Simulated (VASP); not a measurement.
A run of VASP 6.6.1 is set up as follows.

INCAR

```
  PREC = Accurate
  ENCUT = 520
  EDIFF = 1E-6
  ISMEAR = -1
  SIGMA = 0.1
  LREAL = F
  LASPH = T
  NELM = 60
  ALGO = Normal
  ISIF = 2
  LWAVE = F
  LCHARG = F
  GGA = PE
  NBANDS = 15
```

Contents of KPOINTS:

```
regular mesh
0
Gamma
  16 16 16
```

Contents of POSCAR:

```
TiC
1.0
    2.3833021668      0.0000000000      0.0000000000
    0.0000000000      2.3833021668      0.0000000000
    0.0000000000      0.0000000000      2.3833021668
Ti C
1 1
Direct
    0.0000000000      0.0000000000      0.0000000000
    0.5000000000      0.5000000000      0.5000000000
```

Potentials or basis: VASP PAW PBE potentials, release 64 (Ti_sv, C).

Command:

```bash
$ cat potpaw_PBE.64/Ti_sv/POTCAR potpaw_PBE.64/C/POTCAR > POTCAR
$ mpirun -np 1 vasp_std > vasp.out
```

Q: What does it give for the pressure?

A: 179.9 GPa.

Q: What does it give for the band gap on the k mesh?

A: Zero (bands 8 and 9 overlap by 3.69 eV).

Caveat: the cell stands under pressure.
